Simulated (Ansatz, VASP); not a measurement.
One calculation of SrO, two programs

Contents of INCAR:

```
SYSTEM = SrO
ALGO = Normal
EDIFF = 1E-7
ENCUT = 520
GGA = PE
ISIF = 2
ISMEAR = 0
ISPIN = 2
LASPH = .TRUE.
LCHARG = .FALSE.
LORBIT = 11
LREAL = .FALSE.
LWAVE = .FALSE.
MAGMOM = 0 0 1 1
NBANDS = 28
NELM = 150
PREC = Accurate
SIGMA = 0.1
```

File KPOINTS:

```
k-points
0
G
  6 6 4
  0 0 0
```

File POSCAR:

```
SrO
1.0
    3.9412472974      0.0000000000      0.0000000000
   -1.9706236487      3.4132202822      0.0000000000
    0.0000000000      0.0000000000      7.2577164436
Sr O
2 2
Direct
    0.0000000000      0.0000000000      0.8064860410
    0.0000000000      0.0000000000      0.1935139590
    0.3333333333      0.6666666667      0.0000000000
    0.6666666667      0.3333333333      0.0000000000
```

Input for Ansatz:

```yaml
crystal:
  lattice:
    - [3.9412472974, 0.0, 0.0]
    - [-1.9706236487, 3.4132202822, 0.0]
    - [0.0, 0.0, 7.2577164436]
  atoms:
    - { symbol: Sr, position: [0.0, 0.0, 0.806486041] }
    - { symbol: Sr, position: [0.0, 0.0, 0.193513959] }
    - { symbol: O, position: [0.3333333333, 0.6666666667, 0.0], spin: 1.0 }
    - { symbol: O, position: [0.6666666667, 0.3333333333, 0.0], spin: 1.0 }
basis:
  ecutwfc: 420
kpoints:
  mp_grid: { grid: [6, 6, 4] }
hamiltonian:
  xc: pbe
scf:
  occupations: { method: gaussian, width: 0.1 }
  lower_state_search: "off"
output:
  forces: true
  stress: true
  eigenvalues: true
  populations: true
magnetization:
  spin_polarized: true
```

Alike in both runs: task single point; functional PBE; k mesh 6 × 6 × 4; occupations gaussian, width 0.1 eV; collinear spin.

|  | VASP | Ansatz |
| --- | --- | --- |
| version | VASP 6.6.1 | Ansatz 0.2.0 |
| potentials or method | VASP PAW PBE potentials, release 64 (Sr_sv, O), cutoff 520 eV | scalar-relativistic, plane waves, PAW |
| valence electrons in the cell | 32 | 32 |

|  | VASP | Ansatz | Ansatz less VASP |
| --- | --- | --- | --- |
| gap on the k mesh at the Fermi level (eV) | none | none | - |
| pressure (GPa) | 0.2 | -0.1 | -0.28 |
| traceless stress, the component that is largest in VASP (GPa) | -0.13 | -0.21 | -0.084 |
| rms of the force components (eV/Å) | 0.027 | 0.011 | -0.0151 |
| net moment per atom (μB) | 0.00 | 0.00 | 0.000 |

Atom by atom the forces differ by 0.038 eV/Å (rms over components). A gap of «none» marks a metal or a gap that the smearing closes. Ansatz's warnings: seeded moment not kept.
